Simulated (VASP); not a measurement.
# Zr (P6_3/mmc) in VASP: a series of runs, part 2 of 2

VASP 6.6.1. Earlier steps stand in the parts before.

## (3) Electric field gradients, PBE (volume scaled by 0.99)

INCAR reads:

```
PREC     = Accurate       # precision mode
ENCUT    = 520            # plane-wave cutoff, eV
EDIFF    = 1E-8           # SCF threshold, eV
ISMEAR   = -1             # smearing method
SIGMA    = 0.08           # smearing width, eV
LREAL    = F              # projectors in reciprocal space
LASPH    = T              # aspherical terms in the spheres
NELM     = 100            # most SCF steps
ALGO     = Normal         # electronic algorithm
ISIF     = 2              # what is computed and relaxed
LWAVE    = F              # write WAVECAR
LCHARG   = F              # write CHGCAR
GGA      = PE             # functional
LEFG     = T            
NBANDS   = 19             # bands
```

KPOINTS reads:

```
regular mesh
0
Gamma
  13 13 7
```

POSCAR reads:

```
Zr
1.0
    3.2211887832      0.0000000000      0.0000000000
   -1.6105943915      2.7896313165      0.0000000000
    0.0000000000      0.0000000000      5.1297858246
Zr
2
Direct
    0.3333333333      0.6666666667      0.2500000000
    0.6666666667      0.3333333333      0.7500000000
```

Potentials or basis: VASP PAW PBE potentials, release 64 (Zr_sv).

On the command line:

```
cat potpaw_PBE.64/Zr_sv/POTCAR > POTCAR
mpirun -np 1 vasp_std > vasp.out
```

OUTCAR:

```text
PREC = Accurate
   ENCUT = 520
   EDIFF = 1E-8
   ISMEAR = -1
   LREAL = F
   LASPH = T
   NELM = 100
   ISIF = 2
   GGA = PE

 ion  position               nearest neighbor table
   1  0.333  0.667  0.250-   2 3.17   2 3.17   2 3.17   2 3.17   2 3.17   2 3.17
   2  0.667  0.333  0.750-   1 3.17   1 3.17   1 3.17   1 3.17   1 3.17   1 3.17

  LATTYP: Found a hexagonal cell.
 ALAT       =     3.2211887832
 C/A-ratio  =     1.5925132520

  Lattice vectors:

 A1 = (   3.2211887832,   0.0000000000,   0.0000000000)
 A2 = (  -1.6105943915,   2.7896313165,   0.0000000000)
 A3 = (   0.0000000000,   0.0000000000,   5.1297858246)

Analysis of symmetry for initial positions (statically):
=====================================================================
 Subroutine PRICEL returns:
 Original cell was already a primitive cell.

 Routine SETGRP: Setting up the symmetry group for a
 hexagonal supercell.

 Subroutine GETGRP returns: Found 24 space group operations
 (whereof 12 operations were pure point group operations)
 out of a pool of 24 trial point group operations.

The static configuration has the point symmetry D_3d.
 The point group associated with its full space group is D_6h.

Analysis of symmetry for dynamics (positions and initial velocities):
=====================================================================
 Subroutine PRICEL returns:
 Original cell was already a primitive cell.

 Routine SETGRP: Setting up the symmetry group for a
 hexagonal supercell.

 Subroutine GETGRP returns: Found 24 space group operations
 (whereof 12 operations were pure point group operations)
 out of a pool of 24 trial point group operations.

The dynamic configuration has the point symmetry D_3d.
 The point group associated with its full space group is D_6h.

 Subroutine INISYM returns: Found 24 space group operations
 (whereof 12 operations are pure point group operations),
 and found     1 'primitive' translations

----------------------------------------------------------------------------------------

                                     Primitive cell

  volume of cell :      46.0959

  direct lattice vectors                    reciprocal lattice vectors
     3.221188783  0.000000000  0.000000000     0.310444394  0.179235154  0.000000000
    -1.610594392  2.789631316  0.000000000     0.000000000  0.358470309  0.000000000
     0.000000000  0.000000000  5.129785825     0.000000000  0.000000000  0.194939913

  length of vectors
     3.221188783  3.221188783  5.129785825     0.358470309  0.358470309  0.194939913

  position of ions in fractional coordinates (direct lattice)
     0.333333333  0.666666667  0.250000000
     0.666666667  0.333333333  0.750000000

  ion indices of the primitive-cell ions
   primitive index   ion index
                 1           1
                 2           2

----------------------------------------------------------------------------------------

 KPOINTS: regular mesh

Automatic generation of k-mesh.
 Grid dimensions read from file:
 generate k-points for:   13   13    7

[... 71 lines left out ...]
   POTIM  = 0.5000    time-step for ionic-motion
   TEBEG  =    0.0;   TEEND  =   0.0 temperature during run
   PSTRESS=    0.0 pullay stress
   NELECT =      24.0000    total number of electrons
   NUPDOWN=      -1.0000    fix difference up-down
   EMIN   =  10.00;   EMAX   =-10.00  energy-range for DOS
   EFERMI =   0.00;   METHOD = LEGACY
   ISMEAR =    -1;   SIGMA  =   0.08  broadening in eV -4-tet -1-fermi 0-gaus
   EFERMI_NEDOS =   21; number of points for ismear=-14 and -15
   IALGO  =     38    algorithm
   IMIX   =      4    mixing-type and parameters
     AMIX     =   0.40;   BMIX     =  1.00
     AMIX_MAG =   1.60;   BMIX_MAG =  1.00
  volume/ion in A,a.u.               =      23.05       155.54
  Fermi-wavevector in a.u.,A,eV,Ry     =   1.317016  2.488800 23.599742  1.734532
  Thomas-Fermi vector in A             =   2.447087
   LORBIT       =      0    0 simple, 1 ext, 2 COOP (PROOUT), +10 PAW based schemes
   GGA     = PE    functional components
   LHFCALC =     F    Hartree Fock is set to
   AEXX    =    0.0000 exact exchange contribution
   IVDW    =     0    specifies the selected vdW correction
   LEPSILON=     F    determine dielectric tensor
   LRPA    =     F    only Hartree local field effects (RPA)
 non-spin polarized calculation
  energy-cutoff  :      520.00
  volume of cell :       46.10
 maximum number of plane-waves:      1263
 NGX is ok and might be reduce to    24
   NGX = 11   NGY = 11   NGZ = 19

 number of electron      24.0000000 magnetization

 Free energy of the ion-electron system (eV)
  ---------------------------------------------------
  ext. energy  EPLUGINS =         0.00000000
  ---------------------------------------------------
  free energy    TOTEN  =       -17.05829886 eV

  energy without entropy =      -17.01367006  energy(sigma->0) =      -17.03598446

 E-fermi :   9.0992     XC(G=0): -11.1276

 val. band max:        9.0808562802   @ k =   0.0769   0.0000   0.2857
 cond. band min:       9.1016739963   @ k =   0.0769   0.0769   0.1429
 fundamental gap:      0.0208177161
 Fermi energy:         9.0991668043

 k-point     1 :       0.0000    0.0000    0.0000
  band No.  band energies     occupation
      1     -39.7094      2.00000
      2     -39.5483      2.00000
      3     -18.2492      2.00000
      4     -17.3549      2.00000
      5     -17.3549      2.00000
      6     -17.2094      2.00000
[... 505 lines left out ...]
      6     -17.3965      2.00000
[... 11 lines left out ...]
     18      11.4192      0.00000
     19      13.9134      0.00000

 [... further k-points ...]

------------------------ aborting loop because EDIFF is reached ----------------------------------------

  FORCE on cell =-STRESS in cart. coord.  units (eV):
  Direction    XX          YY          ZZ          XY          YZ          ZX
  --------------------------------------------------------------------------------------
  -------------------------------------------------------------------------------------
  Total        0.3514642      0.3514642      0.5690534      0.0000000      0.0000000      0.0000000
  in kB       12.2160122     12.2160122     19.7788675      0.0000000      0.0000000      0.0000000
  external PRESSURE =      14.7369639 kB  Pullay stress =       0.0000000 kB

 VOLUME and BASIS-vectors are now :
 -----------------------------------------------------------------------------
  energy-cutoff  :      520.00
  volume of cell :       46.10
      direct lattice vectors                 reciprocal lattice vectors
     3.221188783  0.000000000  0.000000000     0.310444394  0.179235154  0.000000000
    -1.610594392  2.789631316  0.000000000     0.000000000  0.358470309  0.000000000
     0.000000000  0.000000000  5.129785825     0.000000000  0.000000000  0.194939913

 POSITION                                       TOTAL-FORCE (eV/Angst)
 -----------------------------------------------------------------------------------
     -0.00000      1.85975      1.28245         0.000000     -0.000000      0.000000
      1.61059      0.92988      3.84734        -0.000000      0.000000      0.000000
 -----------------------------------------------------------------------------------
    total drift:                                0.000000     -0.000000      0.000000

  FREE ENERGIE OF THE ION-ELECTRON SYSTEM (eV)
  ---------------------------------------------------
  free  energy   TOTEN  =       -17.0582988569 eV

  energy  without entropy=      -17.0136700551  energy(sigma->0) =      -17.03598446

 Electric field gradients (V/A^2)
---------------------------------------------------------------------
 ion       V_xx      V_yy      V_zz      V_xy      V_xz      V_yz
---------------------------------------------------------------------
   1     -21.341   -21.341    42.682     0.000    -0.000     0.000
   2     -21.341   -21.341    42.682     0.000     0.000    -0.000
---------------------------------------------------------------------

 Electric field gradients after diagonalization (V/A^2)
 (convention: |V_zz| > |V_xx| > |V_yy|)
----------------------------------------------------------------------
 ion       V_xx      V_yy      V_zz     asymmetry (V_yy - V_xx)/ V_zz
----------------------------------------------------------------------
   1     -21.341   -21.341    42.682       0.000
   2     -21.341   -21.341    42.682       0.000
----------------------------------------------------------------------

           NMR quadrupolar parameters

 Cq : quadrupolar parameter    Cq=e*Q*V_zz/h
 eta: asymmetry parameters     (V_yy - V_xx)/ V_zz
 Q  : nuclear electric quadrupole moment in mb (millibarn)
----------------------------------------------------------------------
 ion       Cq(MHz)       eta       Q (mb)
----------------------------------------------------------------------
   1       0.103       0.000       1.000
   2       0.103       0.000       1.000
----------------------------------------------------------------------
```

It took 26 s on 1 thread of Intel Xeon Platinum 8559C (Emerald Rapids), shared host; peak memory 0.19 GiB.

Results:

* Free energy: -17.0583 eV
* Pressure: 1.5 GPa
* Band gap on the k mesh: zero (band 12 reaches 9.97 eV, above the bottom of band 13 at 8.88 eV)

Stress tensor (GPa, compression positive):
```
1.22 0.00 0.00
0.00 1.22 0.00
0.00 0.00 1.98
```

Levels at points of the mesh, in eV from the Fermi level:
| k point | band 9 | band 10 | band 11 | band 12 | band 13 | band 14 | band 15 | band 16 |
| --- | --- | --- | --- | --- | --- | --- | --- | --- |
| (0.00, 0.00, 0.00) | -5.67 | -3.05 | 0.87 | 0.87 | 1.03 | 1.22 | 1.57 | 1.57 |

Electric field gradients, principal values (V/Å²):
```csv
atom,least,middle,greatest (by size)
1 Zr,-21.341,-21.341,42.682
2 Zr,-21.341,-21.341,42.682
```

Caveat: without QUAD_EFG the Cq values of the log hold for a quadrupole moment of 1 mb, not for the nuclei.
